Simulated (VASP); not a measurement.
# SnSe2 (P-3m1) in VASP: further runs, part 2 of 2

VASP 6.6.1. Earlier steps stand in the parts before.

### Step 3. Single point, r2SCAN (strain +5.8%)

File POSCAR:

```
SnSe2
1.0
    4.0451107555      0.0000000000      0.0000000000
   -2.0225553777      3.5031686754      0.0000000000
    0.0000000000      0.0000000000      6.5851119105
Sn Se
1 2
Direct
    0.0000000000      0.0000000000      0.0000000000
    0.3333333333      0.6666666667      0.2295862780
    0.6666666667      0.3333333333      0.7704137220
```

File INCAR.step1:

```
PREC = Accurate
ENCUT = 520
ISMEAR = 0
SIGMA = 0.01
LREAL = False
LASPH = True
NELM = 100
NBANDS = 20
GGA = PE
ALGO = Normal
EDIFF = 1E-4
LWAVE = True
LCHARG = False
```

File INCAR.step2:

```
PREC = Accurate
ENCUT = 520
EDIFF = 1E-6
ISMEAR = 0
SIGMA = 0.01
LREAL = False
LASPH = True
NELM = 100
ALGO = Normal
ISIF = 2
LWAVE = False
LCHARG = True
METAGGA = R2SCAN
LMIXTAU = True
LELF = True
LVHAR = True
NBANDS = 20
ISTART = 1
```

File KPOINTS:

```
Automatic mesh
0
Gamma
  12 12 4
```

Potentials or basis: VASP PAW PBE potentials, release 64 (Sn_d, Se).

The run is started by

```bash
> cat potpaw_PBE.64/Sn_d/POTCAR potpaw_PBE.64/Se/POTCAR > POTCAR
> cp INCAR.step1 INCAR
> mpirun -np 1 vasp_std > vasp.out
> cp INCAR.step2 INCAR
> mpirun -np 1 vasp_std > vasp.out
```

OUTCAR:

```text
PREC = Accurate
   ENCUT = 520
   EDIFF = 1E-6
   ISMEAR = 0
   LREAL = False
   LASPH = True
   NELM = 100
   ISIF = 2
   METAGGA = R2SCAN
   ISTART = 1

 ion  position               nearest neighbor table
   1  0.000  0.000  0.000-   2 2.78   3 2.78   2 2.78   3 2.78   3 2.78   2 2.78
   2  0.333  0.667  0.230-   1 2.78   1 2.78   1 2.78
   3  0.667  0.333  0.770-   1 2.78   1 2.78   1 2.78

  LATTYP: Found a hexagonal cell.
 ALAT       =     4.0451107555
 C/A-ratio  =     1.6279188157

  Lattice vectors:

 A1 = (   4.0451107555,   0.0000000000,   0.0000000000)
 A2 = (  -2.0225553777,   3.5031686754,   0.0000000000)
 A3 = (   0.0000000000,   0.0000000000,   6.5851119105)

Analysis of symmetry for initial positions (statically):
=====================================================================
 Subroutine PRICEL returns:
 Original cell was already a primitive cell.

 Routine SETGRP: Setting up the symmetry group for a
 hexagonal supercell.

 Subroutine GETGRP returns: Found 12 space group operations
[... 157 lines left out ...]
 number of electron      25.9999993 magnetization

 Free energy of the ion-electron system (eV)
  ---------------------------------------------------
  ext. energy  EPLUGINS =         0.00000000
  ---------------------------------------------------
  free energy    TOTEN  =       -54.47188058 eV

  energy without entropy =      -54.47188058  energy(sigma->0) =      -54.47188058

 E-fermi :   2.1592     XC(G=0):  -9.0143

 val. band max:        2.0624598266   @ k =   0.0000   0.0000   0.0000
 cond. band min:       2.8404514670   @ k =   0.0000   0.0000   0.0000
 fundamental gap:      0.7779916404
 Fermi energy:         2.1592400772

 k-point     1 :       0.0000    0.0000    0.0000
  band No.  band energies     occupation
      1     -19.7992      2.00000
      2     -19.7992      2.00000
      3     -19.7735      2.00000
      4     -19.7561      2.00000
      5     -19.7560      2.00000
      6     -11.5702      2.00000
[... 541 lines left out ...]
     19      10.6590      0.00000
     20      11.1823      0.00000

 [... further k-points ...]
[... 5 lines left out ...]
  --------------------------------------------------------------------------------------
  -------------------------------------------------------------------------------------
  Total       -3.1060497     -3.1060497     -0.3248984     -0.0000000      0.0000000      0.0000000
  in kB      -53.3291132    -53.3291132     -5.5783219     -0.0000000      0.0000000      0.0000000
  external PRESSURE =     -37.4121828 kB  Pullay stress =       0.0000000 kB

 VOLUME and BASIS-vectors are now :
 -----------------------------------------------------------------------------
  energy-cutoff  :      520.00
  volume of cell :       93.32
      direct lattice vectors                 reciprocal lattice vectors
     4.045110755  0.000000000  0.000000000     0.247212020  0.142727926  0.000000000
    -2.022555378  3.503168675  0.000000000     0.000000000  0.285455852  0.000000000
     0.000000000  0.000000000  6.585111911     0.000000000  0.000000000  0.151857708

 POSITION                                       TOTAL-FORCE (eV/Angst)
 -----------------------------------------------------------------------------------
      0.00000      0.00000      0.00000        -0.000000      0.000000      0.000000
     -0.00000      2.33545      1.51185        -0.000000      0.000000     -0.007204
      2.02256      1.16772      5.07326         0.000000     -0.000000      0.007204
 -----------------------------------------------------------------------------------
    total drift:                                0.000000      0.000000      0.000000

  FREE ENERGIE OF THE ION-ELECTRON SYSTEM (eV)
  ---------------------------------------------------
  free  energy   TOTEN  =       -54.4718805839 eV

  energy  without entropy=      -54.4718805839  energy(sigma->0) =      -54.47188058
```

OUTCAR.step1:

```text
PREC = Accurate
   ENCUT = 520
   ISMEAR = 0
   LREAL = False
   LASPH = True
[... 777 lines left out ...]
      0.00000      0.00000      0.00000         0.000000      0.000000      0.000000
     -0.00000      2.33545      1.51185        -0.000000      0.000000      0.209015
      2.02256      1.16772      5.07326        -0.000000      0.000000     -0.209015
 -----------------------------------------------------------------------------------
    total drift:                                0.000000      0.000000      0.000000

  FREE ENERGIE OF THE ION-ELECTRON SYSTEM (eV)
  ---------------------------------------------------
  free  energy   TOTEN  =       -11.7683859959 eV

  energy  without entropy=      -11.7683859959  energy(sigma->0) =      -11.76838600
```

OSZICAR.step1:

```text
N       E                     dE             d eps       ncg     rms          rms(c)
DAV:   1     0.198852440113E+03    0.19885E+03   -0.11963E+04  2804   0.137E+03
DAV:   2     0.114397302778E+02   -0.18741E+03   -0.18078E+03  3000   0.356E+02
DAV:   3    -0.112508790085E+02   -0.22691E+02   -0.22160E+02  3376   0.112E+02
DAV:   4    -0.120536745591E+02   -0.80280E+00   -0.80153E+00  3300   0.226E+01
DAV:   5    -0.120742017310E+02   -0.20527E-01   -0.20526E-01  3860   0.374E+00    0.440E+00
DAV:   6    -0.117808237414E+02    0.29338E+00   -0.63176E-01  4060   0.754E+00    0.282E+00
DAV:   7    -0.117673630175E+02    0.13461E-01   -0.15682E-01  3172   0.228E+00    0.101E+00
DAV:   8    -0.117676752407E+02   -0.31222E-03   -0.12759E-02  3316   0.104E+00    0.255E-01
DAV:   9    -0.117683393671E+02   -0.66413E-03   -0.16871E-03  3120   0.337E-01    0.830E-02
DAV:  10    -0.117683859959E+02   -0.46629E-04   -0.17642E-04  2948   0.903E-02
   1 F= -.11768386E+02 E0= -.11768386E+02  d E =-.389234E-17
```

Run time: 8 min. Hardware: 1 thread of Intel Xeon 8259CL, shared host; peak memory 0.3 GiB.

What came out:

```
Free energy            : -54.4719 eV
Pressure               : -3.7 GPa
Largest force          : 0.007 eV/Å
Band gap on the k mesh : 0.78 eV
```

Forces in eV/Å, atoms in the order of the input:
```
Sn   0.000  0.000  0.000
Se   0.000  0.000 -0.007
Se   0.000  0.000  0.007
```

Stress tensor (GPa, compression positive):
```
-5.33  0.00  0.00
 0.00 -5.33  0.00
 0.00  0.00 -0.56
```

Caveat: the cell differs from its parent crystal (strain +5.8%); the cell stands under tension; semilocal functionals underestimate gaps, and a narrow one can read as zero; the PAW data sets were made with another functional, which shifts forces and pressure a little; spin-orbit coupling is left out, which moves the levels of the heavy elements. A k mesh can miss the band edges.
